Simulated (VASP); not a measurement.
Wanted: the native input for a VASP 6.6.1 run.

```
Task                   : single point
Functional             : LDA
Potentials or basis    : VASP PAW LDA potentials, release 64 (Sc_sv)
Cutoff                 : 500 eV
k mesh                 : 18 × 18 × 10
Occupations            : fermi-dirac, width 0.1 eV
Spin                   : no spin polarisation
Dipole correction      : no
Further INCAR settings : ALGO = Normal; EDIFF = 1e-06; NBANDS = 18
```

The structure of Sc lies in POSCAR:

```
Sc
1.0
    3.2269060027      0.0000000000      0.0000000000
   -1.6134530014      2.7945825740      0.0000000000
    0.0000000000      0.0000000000      5.0094253455
Sc
2
Direct
    0.3333333333      0.6666666667      0.2500000000
    0.6666666667      0.3333333333      0.7500000000
```

The input as run:

INCAR

```
SYSTEM = Sc
  PREC = Accurate
  ENCUT = 500
  EDIFF = 1E-6
  ISMEAR = -1
  SIGMA = 0.1
  LREAL = .FALSE.
  LASPH = .TRUE.
  NELM = 120
  ALGO = Normal
  ISIF = 2
  LWAVE = .FALSE.
  LCHARG = .FALSE.
  NBANDS = 18
  GGA_COMPAT = .FALSE.
```

KPOINTS

```
Automatic mesh
0
G
  18 18 10
  0 0 0
```

Potentials or basis: VASP PAW LDA potentials, release 64 (Sc_sv).

Run with:

```bash
$ cat potpaw_LDA.64/Sc_sv/POTCAR > POTCAR
$ mpirun -np 1 vasp_std > vasp.out
```

It gave:

| Item | Value |
| --- | --- |
| Pressure | 0.1 GPa |
| Band gap on the k mesh | zero (band 11 reaches 5.00 eV, above the bottom of band 12 at 3.38 eV) |

Run time: 3.2 min on 1 thread of AMD EPYC 7R43 64-Core Processor (Zen 3), with other jobs on the host, peak memory 0.21 GiB.
